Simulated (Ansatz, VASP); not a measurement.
**Two plane-wave programs on BiH**

```xyz
4
Lattice="4.4283 0.0000 0.0000 -2.2141 3.8350 0.0000 0.0000 0.0000 4.7795" Properties=species:S:1:pos:R:3 pbc="T T T"
Bi    0.0000    2.5567    3.2573
Bi    2.2141    1.2783    0.8675
H     0.0000    2.5567    1.6863
H     2.2141    1.2783    4.0760
```

Alike in both runs: task single point; functional PBE; k mesh 6 × 6 × 4; occupations gaussian, width 0.1 eV; no spin polarisation.

|  | VASP | Ansatz |
| --- | --- | --- |
| version | VASP 6.6.1 | Ansatz 0.2.0 |
| potentials or method | VASP PAW PBE potentials, release 64 (Bi_d, H), cutoff 520 eV | scalar-relativistic, plane waves, PAW |
| valence electrons in the cell | 32 | 32 |

```csv
,VASP,Ansatz,Ansatz less VASP
gap on the k mesh at the Fermi level (eV),none,none,-
pressure (GPa),12.6,12.9,+0.26
"traceless stress, the component that is largest in VASP (GPa)",19.30,19.58,+0.271
rms of the force components (eV/Å),2.735,2.771,+0.0364
```

Atom by atom the forces differ by 0.036 eV/Å (rms over components). A gap of «none» marks a metal or a gap that the smearing closes.

Spin-orbit coupling is off throughout.
